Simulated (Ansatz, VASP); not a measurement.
## TaO in VASP and in Ansatz

```
CELL_PARAMETERS angstrom
4.97340 0.00000 0.00000
0.00000 4.59346 0.00000
0.00000 0.00000 4.56409
ATOMIC_POSITIONS crystal
Ta 0.44167 0.75000 0.25000
Ta 0.94167 0.75000 0.75000
Ta 0.55833 0.25000 0.75000
Ta 0.05833 0.25000 0.25000
O 0.25000 0.00000 0.93044
O 0.75000 0.00000 0.06956
O 0.75000 0.50000 0.43044
O 0.25000 0.50000 0.56956
```

Alike in both runs: functional PBE; k mesh 8 × 8 × 8; occupations gaussian, width 0.1 eV; no spin polarisation.

Ansatz relaxed the structure, and its values are those at the end. VASP's run is a single point on that final structure, the one shown.

|  | VASP | Ansatz |
| --- | --- | --- |
| version | VASP 6.6.1 | Ansatz 0.2.0 |
| potentials or method | VASP PAW PBE potentials, release 64 (Ta_pv, O), cutoff 520 eV | scalar-relativistic, plane waves, PAW |
| valence electrons in the cell | 68 | 76 |

```csv
,VASP,Ansatz,Ansatz less VASP
gap on the k mesh at the Fermi level (eV),none,none,-
pressure (GPa),0.5,0.0,-0.48
rms of the force components (eV/Å),0.009,0.004,-0.0052
```

A gap of «none» marks a metal or a gap that the smearing closes. VASP's potentials hold 68 valence electrons a cell and Ansatz's 76, so a difference there can come from the potentials and not from the codes.

Neither program's run includes spin-orbit coupling.
